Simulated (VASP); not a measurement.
# Pt2Au in VASP: single point with PBE

Aim: the single point of Pt2Au with PBE.

Program: VASP 6.6.1. These are calculated values, not measurements. Logs are shortened: lines on timing, memory, paths and dates and some standing lists are left out, and cuts for length are marked.

### 1 The cell of the first run

The cell holds a slab with vacuum, 3 atoms: a = 2.808 Å, b = 2.808 Å, c = 20.585 Å, α = 90.00°, β = 90.00°, γ = 120.00°.

### 2 Single point, PBE

Input file INCAR:

```
PREC = Accurate
ENCUT = 520
EDIFF = 1E-7
ISMEAR = -1
SIGMA = 0.08
LREAL = False
LASPH = True
NELM = 100
ALGO = Normal
ISIF = 2
LWAVE = False
LCHARG = True
LDIPOL = True
IDIPOL = 3
DIPOL = 0.5 0.5 0.500
GGA = PE
LELF = True
LVHAR = True
LVACPOTAV = True
NBANDS = 22
```

Input file KPOINTS:

```
regular mesh
0
Gamma
  13 13 1
```

Input file POSCAR:

```
Pt2Au
1.0
    2.8080030018      0.0000000000      0.0000000000
   -1.4040015009      2.4318019335      0.0000000000
    0.0000000000      0.0000000000     20.5854000000
Pt Au
2 1
Direct
    0.1666666667      0.3333333333      0.3877767870
    0.8333333333      0.6666666667      0.6122232120
    0.5000000000      1.0000000000      0.5000000007
```

Potentials or basis: VASP PAW PBE potentials, release 64 (Pt, Au).

Started as:

```bash
$ cat potpaw_PBE.64/Pt/POTCAR potpaw_PBE.64/Au/POTCAR > POTCAR
$ mpirun -np 1 vasp_std > vasp.out
```

OUTCAR:

```text
PREC = Accurate
   ENCUT = 520
   EDIFF = 1E-7
   ISMEAR = -1
   LREAL = False
   LASPH = True
   NELM = 100
   ISIF = 2
   GGA = PE

 ion  position               nearest neighbor table
   1  0.167  0.333  0.388-   3 2.82   3 2.82   3 2.82
   2  0.833  0.667  0.612-   3 2.82   3 2.82   3 2.82
   3  0.500  0.000  0.500-   2 2.82   2 2.82   2 2.82   1 2.82   1 2.82   1 2.82

  LATTYP: Found a hexagonal cell.
 ALAT       =     2.8080030018
 C/A-ratio  =     7.3309750690

  Lattice vectors:

 A1 = (   2.8080030018,   0.0000000000,   0.0000000000)
 A2 = (  -1.4040015009,   2.4318019335,   0.0000000000)
 A3 = (   0.0000000000,   0.0000000000,  20.5854000000)

Analysis of symmetry for initial positions (statically):
=====================================================================
 Subroutine PRICEL returns:
 Original cell was already a primitive cell.

 Routine SETGRP: Setting up the symmetry group for a
 hexagonal supercell.

 Subroutine GETGRP returns: Found 12 space group operations
 (whereof  4 operations were pure point group operations)
 out of a pool of 24 trial point group operations.

The static configuration has the point symmetry C_2h.
 The point group associated with its full space group is D_3d.

Analysis of symmetry for dynamics (positions and initial velocities):
=====================================================================
 Subroutine PRICEL returns:
 Original cell was already a primitive cell.

 Routine SETGRP: Setting up the symmetry group for a
 hexagonal supercell.

 Subroutine GETGRP returns: Found 12 space group operations
 (whereof  4 operations were pure point group operations)
 out of a pool of 24 trial point group operations.

The dynamic configuration has the point symmetry C_2h.
 The point group associated with its full space group is D_3d.

 Subroutine INISYM returns: Found 12 space group operations
 (whereof  4 operations are pure point group operations),
 and found     1 'primitive' translations

----------------------------------------------------------------------------------------

                                     Primitive cell

  volume of cell :     140.5676

  direct lattice vectors                    reciprocal lattice vectors
     2.808003002  0.000000000  0.000000000     0.356124975  0.205608850  0.000000000
    -1.404001501  2.431801934  0.000000000     0.000000000  0.411217701  0.000000000
     0.000000000  0.000000000 20.585400000     0.000000000  0.000000000  0.048578118

  length of vectors
     2.808003002  2.808003002 20.585400000     0.411217701  0.411217701  0.048578118

  position of ions in fractional coordinates (direct lattice)
     0.166666667  0.333333333  0.387776787
     0.833333333  0.666666667  0.612223212
     0.500000000  0.000000000  0.500000001

  ion indices of the primitive-cell ions
   primitive index   ion index
                 1           1
                 2           2
                 3           3

----------------------------------------------------------------------------------------

 KPOINTS: regular mesh

Automatic generation of k-mesh.
 Grid dimensions read from file:
 generate k-points for:   13   13    1

 Generating k-lattice:

  Cartesian coordinates                     Fractional coordinates (reciprocal lattice)
     0.027394229  0.015816065  0.000000000     0.076923077 -0.000000000  0.000000000
     0.000000000  0.031632131  0.000000000     0.000000000  0.076923077  0.000000000
     0.000000000  0.000000000  0.048578118     0.000000000  0.000000000  1.000000000

  Length of vectors
     0.031632131  0.031632131  0.048578118

  Shift w.r.t. Gamma in fractional coordinates (k-lattice)
     0.000000000  0.000000000  0.000000000

 Subroutine IBZKPT returns following result:
 ===========================================

 Found     21 irreducible k-points:

 Following reciprocal coordinates:
            Coordinates               Weight
  0.000000  0.000000  0.000000      1.000000
  0.076923 -0.000000  0.000000      6.000000
  0.153846 -0.000000  0.000000      6.000000
  0.230769  0.000000  0.000000      6.000000
  0.307692 -0.000000  0.000000      6.000000
  0.384615 -0.000000  0.000000      6.000000
[... 13 lines left out ...]
  0.384615  0.230769  0.000000      6.000000
  0.307692  0.307692  0.000000      6.000000
   k-points           NKPTS =     21   k-points in BZ     NKDIM =     21   number of bands    NBANDS=     22
   number of dos      NEDOS =    301   number of ions     NIONS =      3
   total plane-waves  NPLWV =  92160
   dimension x,y,z NGX =    24 NGY =   24 NGZ =  160
   dimension x,y,z NGXF=    48 NGYF=   48 NGZF=  320
   ions per type =               2   1
   NGX,Y,Z   is equivalent  to a cutoff of  14.21, 14.21, 12.92 a.u.
   NGXF,Y,Z  is equivalent  to a cutoff of  28.42, 28.42, 25.84 a.u.
 SYSTEM =  unknown system
   PREC   = accura    normal or accurate (medium, high low for compatibility)
   ISTART =      0    job   : 0-new  1-cont  2-samecut
   ICHARG =      2    charge: 1-file 2-atom 10-const
   ISPIN  =      1    spin polarized calculation?
   LNONCOLLINEAR =      F non collinear calculations
   LSORBIT =      F    spin-orbit coupling
   LASPH  =      T    aspherical Exc in radial PAW
   ENCUT  =  520.0 eV  38.22 Ry    6.18 a.u.   5.22  5.22 38.28*2*pi/ulx,y,z
   NELM   =    100;   NELMIN=  2; NELMDL= -5     # of ELM steps
   EDIFF  = 0.1E-06   stopping-criterion for ELM
   LREAL  =      F    real-space projection
   EDIFFG = 0.1E-05   stopping-criterion for IOM
   NSW    =      0    number of steps for IOM
   IBRION =     -1    ionic relax: 0-MD 1-quasi-New 2-CG
   NFREE  =      0    steps in history (QN), initial steepest desc. (CG)
   ISIF   =      2    stress and relaxation
   ISYM   =      2    0-nonsym 1-usesym 2-fastsym
   POTIM  = 0.5000    time-step for ionic-motion
   TEBEG  =    0.0;   TEEND  =   0.0 temperature during run
   PSTRESS=    0.0 pullay stress
   NELECT =      31.0000    total number of electrons
   NUPDOWN=      -1.0000    fix difference up-down
   EMIN   =  10.00;   EMAX   =-10.00  energy-range for DOS
   EFERMI =   0.00;   METHOD = LEGACY
   ISMEAR =    -1;   SIGMA  =   0.08  broadening in eV -4-tet -1-fermi 0-gaus
   EFERMI_NEDOS =   21; number of points for ismear=-14 and -15
   IALGO  =     38    algorithm
   IMIX   =      4    mixing-type and parameters
     AMIX     =   0.40;   BMIX     =  1.00
     AMIX_MAG =   1.60;   BMIX_MAG =  1.00
  volume/ion in A,a.u.               =      46.86       316.20
  Fermi-wavevector in a.u.,A,eV,Ry     =   0.989085  1.869100 13.310437  0.978290
  Thomas-Fermi vector in A             =   2.120659
   LORBIT       =      0    0 simple, 1 ext, 2 COOP (PROOUT), +10 PAW based schemes
   GGA     = PE    functional components
   LHFCALC =     F    Hartree Fock is set to
   AEXX    =    0.0000 exact exchange contribution
   IVDW    =     0    specifies the selected vdW correction
   LEPSILON=     F    determine dielectric tensor
   LRPA    =     F    only Hartree local field effects (RPA)
 non-spin polarized calculation
  energy-cutoff  :      520.00
  volume of cell :      140.57
 maximum number of plane-waves:      3813
 NGX is ok and might be reduce to    24
   NGX = 11   NGY = 11   NGZ = 77

 number of electron      30.9999997 magnetization

 dipolmoment           0.000000      0.000000      0.000000 electrons x Angstroem

 Free energy of the ion-electron system (eV)
  ---------------------------------------------------
  ext. energy  EPLUGINS =         0.00000000
  ---------------------------------------------------
  free energy    TOTEN  =       -14.16785984 eV

  energy without entropy =      -14.10078048  energy(sigma->0) =      -14.13432016

 E-fermi :  -0.5068     XC(G=0):  -5.2858

 val. band max:       -0.5685780828   @ k =   0.3846   0.0769   0.0000
 cond. band min:      -0.3685954666   @ k =   0.3846  -0.0000   0.0000
 fundamental gap:      0.1999826162
 Fermi energy:        -0.5067764901

 k-point     1 :       0.0000    0.0000    0.0000
  band No.  band energies     occupation
      1      -9.4011      2.00000
      2      -7.4909      2.00000
      3      -7.2620      2.00000
      4      -4.6288      2.00000
      5      -4.6288      2.00000
      6      -4.2966      2.00000
[... 14 lines left out ...]
     21       5.4496      0.00000
     22       6.0405      0.00000

 k-point     2 :       0.0769   -0.0000    0.0000
  band No.  band energies     occupation
      1      -9.2024      2.00000
      2      -7.2923      2.00000
      3      -7.0841      2.00000
      4      -4.7411      2.00000
      5      -4.4974      2.00000
      6      -4.2702      2.00000
[... 14 lines left out ...]
     21       5.6128      0.00000
     22       6.1663      0.00000

 k-point     3 :       0.1538   -0.0000    0.0000
  band No.  band energies     occupation
      1      -8.6423      2.00000
      2      -6.7743      2.00000
      3      -6.6166      2.00000
      4      -4.9929      2.00000
      5      -4.4840      2.00000
      6      -4.1542      2.00000
[... 14 lines left out ...]
     21       6.1003      0.00000
     22       6.5471      0.00000

 k-point     4 :       0.2308    0.0000    0.0000
  band No.  band energies     occupation
      1      -7.8647      2.00000
      2      -6.3254      2.00000
      3      -6.1238      2.00000
      4      -5.0706      2.00000
      5      -4.9038      2.00000
      6      -4.0584      2.00000
[... 14 lines left out ...]
     21       6.8981      0.00000
     22       7.2023      0.00000

 k-point     5 :       0.3077   -0.0000    0.0000
  band No.  band energies     occupation
      1      -7.2234      2.00000
      2      -6.3149      2.00000
      3      -6.0824      2.00000
      4      -5.2717      2.00000
      5      -4.5334      2.00000
      6      -4.1878      2.00000
[... 14 lines left out ...]
     21       7.9310      0.00000
     22       8.1692      0.00000

 k-point     6 :       0.3846   -0.0000    0.0000
  band No.  band energies     occupation
      1      -7.0481      2.00000
      2      -6.4892      2.00000
      3      -6.1349      2.00000
      4      -5.5581      2.00000
      5      -4.3586      2.00000
      6      -4.1087      2.00000
[... 14 lines left out ...]
     21       8.1392      0.00000
     22       8.4548      0.00000

 k-point     7 :       0.4615   -0.0000    0.0000
  band No.  band energies     occupation
      1      -7.0834      2.00000
      2      -6.6232      2.00000
      3      -6.1533      2.00000
      4      -5.7225      2.00000
      5      -4.3844      2.00000
      6      -4.2263      2.00000
[... 249 lines left out ...]
      6      -4.1136      2.00000
[... 14 lines left out ...]
     21       7.2284      0.00000
     22       8.9582      0.00000

 k-point    18 :       0.2308    0.2308    0.0000
  band No.  band energies     occupation
      1      -6.0678      2.00000
      2      -6.0628      2.00000
      3      -5.7110      2.00000
      4      -5.1716      2.00000
      5      -4.7321      2.00000
      6      -4.2016      2.00000
[... 14 lines left out ...]
     21       8.2851      0.00000
     22       8.6794      0.00000

 k-point    19 :       0.3077    0.2308    0.0000
  band No.  band energies     occupation
      1      -6.0692      2.00000
      2      -5.9091      2.00000
      3      -5.6591      2.00000
      4      -5.0367      2.00000
      5      -4.7890      2.00000
      6      -4.2161      2.00000
[... 14 lines left out ...]
     21       7.8556      0.00000
     22       8.2568      0.00000

 k-point    20 :       0.3846    0.2308    0.0000
  band No.  band energies     occupation
      1      -6.0630      2.00000
      2      -5.9326      2.00000
      3      -5.6168      2.00000
      4      -5.1471      2.00000
      5      -4.6267      2.00000
      6      -4.1913      2.00000
[... 14 lines left out ...]
     21       6.9656      0.00000
     22       8.1387      0.00000

 k-point    21 :       0.3077    0.3077    0.0000
  band No.  band energies     occupation
      1      -5.8330      2.00000
      2      -5.5924      2.00000
      3      -5.4124      2.00000
      4      -5.3693      2.00000
      5      -4.9337      2.00000
      6      -3.7773      2.00000
[... 14 lines left out ...]
     21       7.4730      0.00000
     22       7.7997      0.00000

------------------------ aborting loop because EDIFF is reached ----------------------------------------

  FORCE on cell =-STRESS in cart. coord.  units (eV):
  Direction    XX          YY          ZZ          XY          YZ          ZX
  --------------------------------------------------------------------------------------
  -------------------------------------------------------------------------------------
  Total       -2.0307173     -2.0307173      2.7438423      0.0000000      0.0000000     -0.0000000
  in kB      -23.1459475    -23.1459475     31.2740881      0.0000000      0.0000000     -0.0000000
  external PRESSURE =      -5.0059356 kB  Pullay stress =       0.0000000 kB

 VOLUME and BASIS-vectors are now :
 -----------------------------------------------------------------------------
  energy-cutoff  :      520.00
  volume of cell :      140.57
      direct lattice vectors                 reciprocal lattice vectors
     2.808003002  0.000000000  0.000000000     0.356124975  0.205608850  0.000000000
    -1.404001501  2.431801934  0.000000000     0.000000000  0.411217701  0.000000000
     0.000000000  0.000000000 20.585400000     0.000000000  0.000000000  0.048578118

 POSITION                                       TOTAL-FORCE (eV/Angst)
 -----------------------------------------------------------------------------------
      0.00000      0.81060      7.98254        -0.000000      0.000000     -0.602487
      1.40400      1.62120     12.60286        -0.000000     -0.000000      0.602487
      1.40400      0.00000     10.29270         0.000000      0.000000      0.000000
 -----------------------------------------------------------------------------------
    total drift:                               -0.000000      0.000000      0.000034

  FREE ENERGIE OF THE ION-ELECTRON SYSTEM (eV)
  ---------------------------------------------------
  free  energy   TOTEN  =       -14.1678598418 eV

  energy  without entropy=      -14.1007804765  energy(sigma->0) =      -14.13432016

 vacuum level on the upper side and lower side of the slab         5.357         5.357
```

It took 51 s on 1 thread of Intel Xeon 6975P-C (Granite Rapids), shared host; peak memory 0.3 GiB.

Results:

```yaml
Free_energy: -14.1679 eV
Largest_force: 0.602 eV/Å
Band_gap_on_the_k_mesh: zero (an odd number of electrons rules out a gap without spin polarisation)
```

Forces on the atoms (eV/Å):
```
Pt   0.000  0.000 -0.602
Pt   0.000  0.000  0.602
Au   0.000  0.000  0.000
```

Caveat: spin-orbit coupling is left out, which moves the levels of the heavy elements.
